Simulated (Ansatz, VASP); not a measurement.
# AlN: VASP beside Ansatz

File INCAR:

```
SYSTEM = AlN
PREC     = Accurate       ! precision mode
ENCUT    = 600            ! plane-wave cutoff, eV
EDIFF    = 1E-6           ! SCF threshold, eV
ISMEAR   = -1             ! smearing method
SIGMA    = 0.05           ! smearing width, eV
LREAL    = .FALSE.        ! projectors in reciprocal space
LASPH    = .TRUE.         ! aspherical terms in the spheres
NELM     = 120            ! most SCF steps
ALGO     = Normal         ! electronic algorithm
ISIF     = 2              ! what is computed and relaxed
LWAVE    = .FALSE.        ! write WAVECAR
LCHARG   = .FALSE.        ! write CHGCAR
GGA      = RP             ! functional
IVDW     = 12             ! dispersion correction
NBANDS   = 11             ! bands
GGA_COMPAT= .FALSE.
```

Contents of KPOINTS:

```
Automatic mesh
0
G
  10 10 10
  0 0 0
```

File POSCAR:

```
AlN
1.0
    0.0000000000      2.1693354430      2.1693354430
    2.1693354430      0.0000000000      2.1693354430
    2.1693354430      2.1693354430      0.0000000000
Al N
1 1
Direct
    0.0000000000      0.0000000000      0.0000000000
    0.2500000000      0.2500000000      0.2500000000
```

Contents of input.yaml:

```yaml
crystal:
  lattice:
    - [0.0, 2.169335443, 2.169335443]
    - [2.169335443, 0.0, 2.169335443]
    - [2.169335443, 2.169335443, 0.0]
  atoms:
    - { symbol: Al, position: [0.0, 0.0, 0.0] }
    - { symbol: "N", position: [0.25, 0.25, 0.25] }
hamiltonian:
  xc: rpbe
  pseudopotentials: { kind: paw }
  dispersion: d3bj
kpoints:
  mp_grid: { grid: [10, 10, 10] }
scf:
  occupations: { method: fermi_dirac, width: 0.05 }
output:
  forces: true
  stress: true
  eigenvalues: true
```

Alike in both runs: task single point; functional RPBE; dispersion D3(BJ); k mesh 10 × 10 × 10; occupations fermi-dirac, width 0.05 eV; no spin polarisation.

```csv
,VASP,Ansatz
version,VASP 6.6.1,Ansatz 0.2.0
potentials or method,"VASP PAW PBE potentials, release 64 (Al, N)",Ansatz PAW
plane-wave cutoff (eV),600,420
valence electrons in the cell,8,8
```

VASP gave:

```
gap on the k mesh at the Fermi level (eV) : 3.37
least direct gap on the mesh (eV)         : 4.41
pressure (GPa)                            : -9.7
```

Estimate Ansatz's values.

gap on the k mesh at the Fermi level (eV): 3.38; least direct gap on the mesh (eV): 4.39; pressure (GPa): -8.9.

VASP's potentials were made for PBE, not for RPBE.
